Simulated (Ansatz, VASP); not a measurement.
**Two plane-wave programs on MgO**

```
Mg O
1.0
     0.00000    2.15250    2.15250
     2.15250    0.00000    2.15250
     2.15250    2.15250    0.00000
Mg O
1 1
Cartesian
  0.0000 0.0000 0.0000
  2.1525 2.1525 2.1525
```

Alike in both runs: task single point; functional PBE; k mesh 9 × 9 × 9; occupations fermi-dirac, width 0.15 eV; no spin polarisation.

```csv
,VASP,Ansatz
version,VASP 6.6.1,Ansatz 0.2.0
potentials or method,"VASP PAW PBE potentials, release 64 (Mg, O), cutoff 600 eV","PAW, plane waves, scalar-relativistic"
valence electrons in the cell,8,16
```

VASP gave:

```
pressure (GPa) : -6.0
```

Q: Which values does Ansatz return?

A: Pressure (GPa): -5.0.

With one functional, cell and mesh, what is left measures potentials, basis and numerics. VASP's potentials hold 8 valence electrons a cell and Ansatz's 16, so a difference there can come from the potentials and not from the codes.
